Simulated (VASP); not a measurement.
Here is a VASP 6.6.1 calculation.

Contents of INCAR:

```
SYSTEM = Fe
PREC = Accurate
ENCUT = 520
EDIFF = 1E-8
ISMEAR = -1
SIGMA = 0.08
LREAL = .False.
LASPH = .True.
NELM = 100
ALGO = Normal
ISIF = 2
LWAVE = .False.
LCHARG = .False.
GGA = PE
LEFG = .True.
NBANDS = 15
```

KPOINTS

```
regular mesh
0
Gamma
  17 17 10
  0 0 0
```

POSCAR

```
Fe
1.0
    2.4818982858      0.0000000000      0.0000000000
   -1.2409491429      2.1493869651      0.0000000000
    0.0000000000      0.0000000000      3.9172856485
Fe
2
Direct
    0.3333333333      0.6666666667      0.2500000000
    0.6666666667      0.3333333333      0.7500000000
```

Potentials or basis: VASP PAW PBE potentials, release 64 (Fe).

Run with:

```bash
$ cat potpaw_PBE.64/Fe/POTCAR > POTCAR
$ mpirun -np 1 vasp_std > vasp.out
```

(1) What does it give for the pressure?

(2) What does it give for the band gap on the k mesh?

## Answers

(1) -6.9 GPa.

(2) zero (band 8 reaches 7.42 eV, above the bottom of band 9 at 5.68 eV).

Caveat: without QUAD_EFG the Cq values of the log hold for a quadrupole moment of 1 mb, not for the nuclei; the run has no spin polarisation, though such a crystal can be magnetic.
